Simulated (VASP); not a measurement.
A run of VASP 6.6.1 is set up as follows.

The input INCAR:

```
  ALGO = Normal
  EDIFF = 1E-7
  ENCUT = 520
  GGA = PS
  ISIF = 2
  ISMEAR = 0
  LASPH = T
  LCHARG = F
  LREAL = F
  LWAVE = F
  NBANDS = 31
  NELM = 100
  PREC = Accurate
  SIGMA = 0.1
```

The input KPOINTS:

```
k-points
0
Gamma
  12 12 6
```

Contents of POSCAR:

```
Si2Mo
1.0
    3.2379212241      0.0000000000      0.0000000000
    0.0000000000      3.1780866854      0.0000000000
    0.0000000000      0.0000000000      7.8046802932
Si Mo
4 2
Direct
    0.0000000000      0.0000000000      0.3351911266
    0.5000000000      0.5000000000      0.1648088734
    0.5000000000      0.5000000000      0.8351911266
    0.0000000000      0.0000000000      0.6648088734
    0.0000000000      0.0000000000      0.0000000000
    0.5000000000      0.5000000000      0.5000000000
```

Potentials or basis: VASP PAW PBE potentials, release 64 (Si, Mo_sv).

Launch:

```console
$ cat potpaw_PBE.64/Si/POTCAR potpaw_PBE.64/Mo_sv/POTCAR > POTCAR
$ mpirun -np 1 vasp_std > vasp.out
```

Q: What does it give for the largest force?

A: 0.004 eV/Å.

Q: Estimate the pressure.

A: -1.4 GPa.

Forces in eV/Å, atoms in the order of the input:
```
Si   0.000  0.000 -0.004
Si   0.000  0.000  0.004
Si   0.000  0.000 -0.004
Si   0.000  0.000  0.004
Mo   0.000  0.000  0.000
Mo   0.000  0.000  0.000
```

Caveat: the cell differs from its parent crystal (uniaxial strain along a: +1.5 %, then relaxed in part); the PAW data sets were made with another functional, which shifts forces and pressure a little.
